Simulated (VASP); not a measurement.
# SiO2 (P4_32_12) in VASP: a series of runs, part 2 of 2

VASP 6.6.1.

**3. Single point, LDA**

This run uses another cell than the first one, of 10.28 Å³/atom.

Contents of INCAR:

```
SYSTEM = SiO2
PREC = Accurate
ENCUT = 520
EDIFF = 1E-6
ISMEAR = 0
SIGMA = 0.02
LREAL = .FALSE.
LASPH = .TRUE.
NELM = 60
ALGO = Normal
ISIF = 2
LWAVE = .FALSE.
LCHARG = .FALSE.
NBANDS = 44
```

Contents of KPOINTS:

```
Automatic mesh
0
G
  6 6 4
  0 0 0
```

Contents of POSCAR:

```
SiO2
1.0
    4.5259704670      0.0000000000      0.0000000000
    0.0000000000      4.5259704670      0.0000000000
    0.0000000000      0.0000000000      6.0204480330
Si O
4 8
Direct
    0.1547038355      0.1547038355      0.0000000000
    0.3452961645      0.6547038355      0.7500000000
    0.6547038355      0.3452961645      0.2500000000
    0.8452961645      0.8452961645      0.5000000000
    0.6911271682      0.7200339217      0.7216697877
    0.3088728318      0.2799660783      0.2216697877
    0.7200339217      0.6911271682      0.2783302123
    0.2200339217      0.8088728318      0.9716697877
    0.2799660783      0.3088728318      0.7783302123
    0.1911271682      0.7799660783      0.5283302123
    0.8088728318      0.2200339217      0.0283302123
    0.7799660783      0.1911271682      0.4716697877
```

Potentials or basis: VASP PAW LDA potentials, release 64 (Si, O).

Launch:

```sh
$ cat potpaw_LDA.64/Si/POTCAR potpaw_LDA.64/O/POTCAR > POTCAR
$ mpirun -np 1 vasp_std > vasp.out
```

OUTCAR:

```text
SYSTEM = SiO2
   PREC = Accurate
   ENCUT = 520
   EDIFF = 1E-6
   ISMEAR = 0
   LREAL = .FALSE.
   LASPH = .TRUE.
   NELM = 60
   ISIF = 2

 ion  position               nearest neighbor table
   1  0.155  0.155  0.000-   8 1.60  11 1.60   9 1.61   6 1.61   2 2.85   3 2.85   2 2.85   3 2.85

   2  0.345  0.655  0.750-   5 1.60   9 1.60   8 1.61  10 1.61   1 2.85   4 2.85   1 2.85   4 2.85

   3  0.655  0.345  0.250-   6 1.60   7 1.60  11 1.61  12 1.61   1 2.85   4 2.85   4 2.85   1 2.85

   4  0.845  0.845  0.500-  10 1.60  12 1.60   5 1.61   7 1.61   2 2.85   3 2.85   3 2.85   2 2.85
[... 1363 lines left out ...]

 VOLUME and BASIS-vectors are now :
 -----------------------------------------------------------------------------
  energy-cutoff  :      520.00
  volume of cell :      123.33
      direct lattice vectors                 reciprocal lattice vectors
     4.525970467  0.000000000  0.000000000     0.220947089  0.000000000  0.000000000
     0.000000000  4.525970467  0.000000000     0.000000000  0.220947089  0.000000000
     0.000000000  0.000000000  6.020448033     0.000000000  0.000000000  0.166100595

 POSITION                                       TOTAL-FORCE (eV/Angst)
 -----------------------------------------------------------------------------------
      0.70018      0.70018      0.00000        -0.028990     -0.028990      0.000000
      1.56280      2.96317      4.51534         0.028990     -0.028990     -0.000000
      2.96317      1.56280      1.50511        -0.028990      0.028990      0.000000
      3.82579      3.82579      3.01022         0.028990      0.028990      0.000000
      3.12802      3.25885      4.34478         0.040489     -0.008556      0.046913
      1.39795      1.26712      1.33455        -0.040489      0.008556      0.046913
      3.25885      3.12802      1.67567        -0.008556      0.040489     -0.046913
      0.99587      3.66093      5.84989        -0.008556     -0.040489      0.046913
      1.26712      1.39795      4.68590         0.008556     -0.040489     -0.046913
      0.86504      3.53010      3.18078         0.040489      0.008556     -0.046913
      3.66093      0.99587      0.17056        -0.040489     -0.008556     -0.046913
      3.53010      0.86504      2.83966         0.008556      0.040489      0.046913
 -----------------------------------------------------------------------------------
    total drift:                               -0.000000      0.000000      0.000000

  FREE ENERGIE OF THE ION-ELECTRON SYSTEM (eV)
  ---------------------------------------------------
  free  energy   TOTEN  =      -102.7616671310 eV

  energy  without entropy=     -102.7616671310  energy(sigma->0) =     -102.76166713
```

OSZICAR:

```text
N       E                     dE             d eps       ncg     rms          rms(c)
DAV:   1     0.330646307840E+03    0.33065E+03   -0.34768E+04  2640   0.138E+03
DAV:   2    -0.950967823655E+02   -0.42574E+03   -0.41358E+03  3300   0.314E+02
DAV:   3    -0.115078396132E+03   -0.19982E+02   -0.19892E+02  3296   0.697E+01
DAV:   4    -0.115284540940E+03   -0.20614E+00   -0.20584E+00  3264   0.800E+00
DAV:   5    -0.115287414306E+03   -0.28734E-02   -0.28715E-02  3280   0.915E-01    0.302E+01
DAV:   6    -0.103090455053E+03    0.12197E+02   -0.43614E+01  3132   0.314E+01    0.155E+01
DAV:   7    -0.102890753642E+03    0.19970E+00   -0.15714E+00  3184   0.540E+00    0.523E+00
DAV:   8    -0.102780980311E+03    0.10977E+00   -0.79700E-02  3212   0.175E+00    0.200E+00
DAV:   9    -0.102761569189E+03    0.19411E-01   -0.20895E-02  3224   0.898E-01    0.266E-01
DAV:  10    -0.102761709479E+03   -0.14029E-03   -0.20647E-03  3156   0.235E-01    0.102E-01
DAV:  11    -0.102761668323E+03    0.41156E-04   -0.24514E-04  3184   0.858E-02    0.351E-02
DAV:  12    -0.102761667527E+03    0.79554E-06   -0.23241E-05  3224   0.224E-02    0.110E-02
DAV:  13    -0.102761667131E+03    0.39613E-06   -0.34100E-06  2576   0.979E-03
   1 F= -.10276167E+03 E0= -.10276167E+03  d E =-.907268E-40
```

stdout:

```text
POSCAR found type information on POSCAR SiO
 POSCAR found :  2 types and      12 ions
 scaLAPACK will be used
 LDA part: xc-table for (Slater(with rela. corr.)+CA(PZ))
 , standard interpolation
 POSCAR, INCAR and KPOINTS ok, starting setup
 FFT: planning ... GRIDC
 FFT: planning ... GRID_SOFT
 FFT: planning ... GRID
 WAVECAR not read
 entering main loop
```

Wall time 1.8 min (1 thread of Intel Xeon Platinum 8488C (Sapphire Rapids), shared host); peak memory 0.25 GiB.

What came out:

```yaml
Free_energy: -102.7617 eV
Pressure: 11.0 GPa
Largest_force: 0.063 eV/Å
Band_gap_on_the_k_mesh: 5.98 eV
```

Forces on the atoms (eV/Å):
```
Si  -0.029 -0.029  0.000
Si   0.029 -0.029  0.000
Si  -0.029  0.029  0.000
Si   0.029  0.029  0.000
O    0.040 -0.009  0.047
O   -0.040  0.009  0.047
O   -0.009  0.040 -0.047
O   -0.009 -0.040  0.047
O    0.009 -0.040 -0.047
O    0.040  0.009 -0.047
O   -0.040 -0.009 -0.047
O    0.009  0.040  0.047
```

Stress tensor (GPa, compression positive):
```
11.06  0.00  0.00
 0.00 11.06  0.00
 0.00  0.00 10.94
```

Levels at points of the mesh, in eV from the valence-band top:
| k point | band 29 | band 30 | band 31 | band 32 | band 33 | band 34 | band 35 | band 36 |
| --- | --- | --- | --- | --- | --- | --- | --- | --- |
| (0.00, 0.00, 0.00) | -1.20 | -0.91 | -0.91 | 0.00 | 5.98 | 8.54 | 8.56 | 8.56 |
| (0.50, 0.00, 0.00) | -0.94 | -0.94 | -0.61 | -0.61 | 8.31 | 8.31 | 8.97 | 8.97 |
| (0.50, 0.50, 0.00) | -0.85 | -0.85 | -0.64 | -0.64 | 8.05 | 8.05 | 8.77 | 8.77 |
| (0.00, 0.00, 0.50) | -1.15 | -1.15 | -0.53 | -0.53 | 7.49 | 7.49 | 8.59 | 8.59 |
| (0.50, 0.00, 0.50) | -1.00 | -1.00 | -0.41 | -0.41 | 8.80 | 8.80 | 9.49 | 9.49 |
| (0.50, 0.50, 0.50) | -0.49 | -0.49 | -0.49 | -0.49 | 8.77 | 8.77 | 8.77 | 8.77 |

Caveat: the cell stands under pressure.

**4. Single point, LDA**

This run uses another cell than the first one, of 10.28 Å³/atom.

Contents of INCAR:

```
SYSTEM = SiO2
  ALGO = Normal
  EDIFF = 1E-7
  ENCUT = 520
  GGA = CA
  ISIF = 2
  ISMEAR = 0
  LASPH = .TRUE.
  LCHARG = .TRUE.
  LELF = .TRUE.
  LREAL = .FALSE.
  LVHAR = .TRUE.
  LWAVE = .FALSE.
  NBANDS = 44
  NELM = 80
  PREC = Accurate
  SIGMA = 0.02
```

Contents of KPOINTS:

```
k-points
0
G
  6 6 4
  0 0 0
```

POSCAR is that of step 3.

Launch:

```sh
$ cat potpaw_LDA.64/Si/POTCAR potpaw_LDA.64/O/POTCAR > POTCAR
$ mpirun -np 1 vasp_std > vasp.out
```

Run time: 1.8 min. Hardware: 1 thread of Intel Xeon Platinum 8488C (Sapphire Rapids), shared host; peak memory 0.25 GiB.

The run converged. Its results:

| Property | Result |
| --- | --- |
| Free energy | -102.7617 eV |
| Pressure | 11.0 GPa |
| Largest force | 0.063 eV/Å |
| Band gap on the k mesh | 5.98 eV |

Forces in eV/Å, atoms in the order of the input:
```
Si  -0.029 -0.029  0.000
Si   0.029 -0.029  0.000
Si  -0.029  0.029  0.000
Si   0.029  0.029  0.000
O    0.040 -0.009  0.047
O   -0.040  0.009  0.047
O   -0.009  0.040 -0.047
O   -0.009 -0.040  0.047
O    0.009 -0.040 -0.047
O    0.040  0.009 -0.047
O   -0.040 -0.009 -0.047
O    0.009  0.040  0.047
```

Stress tensor (GPa, compression positive):
```
11.06  0.00  0.00
 0.00 11.06  0.00
 0.00  0.00 10.94
```

Levels at points of the mesh, in eV from the valence-band top:
```csv
k point,band 30,band 31,band 32,band 33,band 34,band 35
"(0.00, 0.00, 0.00)",-0.91,-0.91,0.00,5.98,8.54,8.56
"(0.50, 0.00, 0.00)",-0.94,-0.61,-0.61,8.31,8.31,8.97
"(0.50, 0.50, 0.00)",-0.85,-0.64,-0.64,8.05,8.05,8.77
"(0.00, 0.00, 0.50)",-1.15,-0.53,-0.53,7.49,7.49,8.59
"(0.50, 0.00, 0.50)",-1.00,-0.41,-0.41,8.80,8.80,9.49
"(0.50, 0.50, 0.50)",-0.49,-0.49,-0.49,8.77,8.77,8.77
```

Caveat: the cell stands under pressure.

**5. Single point, LDA**

This run uses another cell than the first one, of 11.23 Å³/atom.

Contents of INCAR:

```
SYSTEM = SiO2
PREC     = Accurate       ! precision mode
ENCUT    = 520            ! plane-wave cutoff, eV
EDIFF    = 1E-6           ! SCF threshold, eV
ISMEAR   = 0              ! smearing method
SIGMA    = 0.02           ! smearing width, eV
LREAL    = .False.        ! projectors in reciprocal space
LASPH    = .True.         ! aspherical terms in the spheres
NELM     = 60             ! most SCF steps
ALGO     = Normal         ! electronic algorithm
ISIF     = 2              ! what is computed and relaxed
LWAVE    = .False.        ! write WAVECAR
LCHARG   = .False.        ! write CHGCAR
NBANDS   = 44             ! bands
```

Contents of KPOINTS:

```
regular mesh
0
Gamma
  6 6 4
  0 0 0
```

Contents of POSCAR:

```
SiO2
1.0
    4.6402916251      0.0000000000      0.0000000000
    0.0000000000      4.6402916251      0.0000000000
    0.0000000000      0.0000000000      6.2557723487
Si O
4 8
Direct
    0.1647708356      0.1647708356      0.0000000000
    0.3352291644      0.6647708356      0.7500000000
    0.6647708356      0.3352291644      0.2500000000
    0.8352291644      0.8352291644      0.5000000000
    0.6724056576      0.7237924035      0.7119416631
    0.3275943424      0.2762075965      0.2119416631
    0.7237924035      0.6724056576      0.2880583369
    0.2237924035      0.8275943424      0.9619416631
    0.2762075965      0.3275943424      0.7880583369
    0.1724056576      0.7762075965      0.5380583369
    0.8275943424      0.2237924035      0.0380583369
    0.7762075965      0.1724056576      0.4619416631
```

Launch:

```sh
$ cat potpaw_LDA.64/Si/POTCAR potpaw_LDA.64/O/POTCAR > POTCAR
$ mpirun -np 1 vasp_std > vasp.out
```

Wall time 94 s (1 thread of Intel Xeon Platinum 8488C (Sapphire Rapids), shared host); peak memory 0.26 GiB.

Results (log left out):

```
Free energy            : -103.3021 eV
Pressure               : 5.8 GPa
Largest force          : 0.053 eV/Å
Band gap on the k mesh : 5.90 eV
```

Forces on the atoms (eV/Å):
```
Si  -0.027 -0.027  0.000
Si   0.027 -0.027  0.000
Si  -0.027  0.027  0.000
Si   0.027  0.027  0.000
O    0.034 -0.008  0.040
O   -0.034  0.008  0.040
O   -0.008  0.034 -0.040
O   -0.008 -0.034  0.040
O    0.008 -0.034 -0.040
O    0.034  0.008 -0.040
O   -0.034 -0.008 -0.040
O    0.008  0.034  0.040
```

Stress tensor (GPa, compression positive):
```
5.89 0.00 0.00
0.00 5.89 0.00
0.00 0.00 5.77
```

Levels at points of the mesh, in eV from the valence-band top:
```
           k point  band 29  band 30  band 31  band 32  band 33  band 34  band 35  band 36
(0.00, 0.00, 0.00)    -1.03    -0.71    -0.71     0.00     5.90     8.63     8.63     8.93
(0.50, 0.00, 0.00)    -0.87    -0.87    -0.54    -0.54     8.17     8.17     9.02     9.02
(0.50, 0.50, 0.00)    -0.70    -0.70    -0.54    -0.54     8.35     8.35     8.78     8.78
(0.00, 0.00, 0.50)    -0.95    -0.95    -0.44    -0.44     7.43     7.43     8.76     8.76
(0.50, 0.00, 0.50)    -0.94    -0.94    -0.31    -0.31     8.61     8.61     9.48     9.48
(0.50, 0.50, 0.50)    -0.46    -0.46    -0.46    -0.46     8.98     8.98     8.98     8.98
```

Caveat: the cell stands under pressure.

**6. Single point, LDA**

This run uses another cell than the first one, of 11.23 Å³/atom.

Contents of INCAR:

```
SYSTEM = SiO2
  PREC = Accurate
  ENCUT = 520
  EDIFF = 1E-7
  ISMEAR = 0
  SIGMA = 0.02
  LREAL = .False.
  LASPH = .True.
  NELM = 60
  ALGO = Normal
  ISIF = 2
  LWAVE = .False.
  LCHARG = .False.
  GGA = CA
  NBANDS = 44
```

KPOINTS is that of step 5.

POSCAR is that of step 5.

Potentials or basis: VASP PAW LDA potentials, release 64 (Si, O).

Launch:

```sh
$ cat potpaw_LDA.64/Si/POTCAR potpaw_LDA.64/O/POTCAR > POTCAR
$ mpirun -np 1 vasp_std > vasp.out
```

Run time: 1.9 min. Hardware: 1 thread of Intel Xeon Platinum 8488C (Sapphire Rapids), shared host; peak memory 0.26 GiB.

Results (log left out):

| Property | Result |
| --- | --- |
| Free energy | -103.3021 eV |
| Pressure | 5.9 GPa |
| Largest force | 0.053 eV/Å |
| Band gap on the k mesh | 5.90 eV |

Forces in eV/Å, atoms in the order of the input:
```
Si  -0.027 -0.027  0.000
Si   0.027 -0.027  0.000
Si  -0.027  0.027  0.000
Si   0.027  0.027  0.000
O    0.034 -0.008  0.040
O   -0.034  0.008  0.040
O   -0.008  0.034 -0.040
O   -0.008 -0.034  0.040
O    0.008 -0.034 -0.040
O    0.034  0.008 -0.040
O   -0.034 -0.008 -0.040
O    0.008  0.034  0.040
```

Stress tensor (GPa, compression positive):
```
5.89 0.00 0.00
0.00 5.89 0.00
0.00 0.00 5.77
```

Levels at points of the mesh, in eV from the valence-band top:
| k point | band 29 | band 30 | band 31 | band 32 | band 33 | band 34 | band 35 | band 36 |
| --- | --- | --- | --- | --- | --- | --- | --- | --- |
| (0.00, 0.00, 0.00) | -1.03 | -0.71 | -0.71 | 0.00 | 5.90 | 8.63 | 8.63 | 8.93 |
| (0.50, 0.00, 0.00) | -0.87 | -0.87 | -0.54 | -0.54 | 8.17 | 8.17 | 9.02 | 9.02 |
| (0.50, 0.50, 0.00) | -0.70 | -0.70 | -0.54 | -0.54 | 8.35 | 8.35 | 8.78 | 8.78 |
| (0.00, 0.00, 0.50) | -0.95 | -0.95 | -0.44 | -0.44 | 7.43 | 7.43 | 8.76 | 8.76 |
| (0.50, 0.00, 0.50) | -0.94 | -0.94 | -0.31 | -0.31 | 8.61 | 8.61 | 9.48 | 9.48 |
| (0.50, 0.50, 0.50) | -0.46 | -0.46 | -0.46 | -0.46 | 8.98 | 8.98 | 8.98 | 8.98 |

Caveat: the cell stands under pressure. A k mesh can miss the band edges.

**7. Summary**

| cell | gap on the mesh (eV) | pressure (GPa) | largest force (eV/Å) |
| --- | --- | --- | --- |
| a = 4.383, b = 4.383, c = 5.800 Å, 12 atoms, atomic positions A | 5.99 | 21.2 | 0.08 |
| a = 4.526, b = 4.526, c = 6.020 Å, 12 atoms, atomic positions B | 5.98 | 11.0 | 0.06 |
| a = 4.640, b = 4.640, c = 6.256 Å, 12 atoms, atomic positions C | 5.90 | 5.9 | 0.05 |

Alike in all rows: task single point; level LDA; potentials or basis VASP PAW LDA potentials, release 64 (Si, O); no spin polarisation; k mesh 6 × 6 × 4; cutoff (eV) 520; smearing gaussian 0.02 eV.

Caveats: the cell stands under pressure.

Absolute energies hang on the potentials; compare differences alone.
